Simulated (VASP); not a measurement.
Set up this calculation in VASP 6.6.1, as the native input.

| Item | Value |
| --- | --- |
| Task | single point |
| Functional | rpbe exchange, lyp correlation |
| Potentials or basis | VASP PAW PBE potentials, release 64 (As, B) |
| Cutoff | 500 eV |
| k mesh | 10 × 10 × 10 |
| Occupations | fermi-dirac, width 0.1 eV |
| Spin | collinear spin, zero start |
| Starting moments | [0.0, 0.0] μB |
| Dipole correction | no |
| Further INCAR settings | ALGO = Normal; EDIFF = 1e-06; NBANDS = 15 |

The structure of BAs lies in POSCAR:

```
BAs
1.0
    0.0000000000      2.3885000000      2.3885000000
    2.3885000000      0.0000000000      2.3885000000
    2.3885000000      2.3885000000      0.0000000000
As B
1 1
Direct
    0.2500000000      0.2500000000      0.2500000000
    0.0000000000      0.0000000000      0.0000000000
```

These files were run (other wordings do the same):

INCAR

```
  ALGO = Normal
  EDIFF = 1E-6
  ENCUT = 500
  GGA = LIBXC
  GGA_COMPAT = False
  ISIF = 2
  ISMEAR = -1
  ISPIN = 2
  LASPH = True
  LCHARG = True
  LELF = True
  LIBXC1 = GGA_X_RPBE
  LIBXC2 = GGA_C_LYP
  LORBIT = 11
  LREAL = False
  LVHAR = True
  LWAVE = False
  MAGMOM = 0 0
  NBANDS = 15
  NELM = 200
  PREC = Accurate
  SIGMA = 0.1
```

KPOINTS

```
k-points
0
Gamma
  10 10 10
```

Potentials or basis: VASP PAW PBE potentials, release 64 (As, B).

Run with:

```sh
$ cat potpaw_PBE.64/As/POTCAR potpaw_PBE.64/B/POTCAR > POTCAR
$ mpirun -np 1 vasp_std > vasp.out
```

It gave:

| Property | Result |
| --- | --- |
| Pressure | 11.0 GPa |
| Band gap on the k mesh | 1.44 eV (least direct gap 3.37 eV) |
| Net moment | 0.00 μB per cell |
| Valence electrons inside the program's atomic spheres | As 2.95; B 1.86 |

Caveat: the cell stands under pressure; the PAW data sets were made with another functional, which shifts forces and pressure a little.

Run time: 33 s on 1 thread of AMD EPYC 7R13 Processor (Zen 3), with other jobs on the host, peak memory 0.16 GiB.
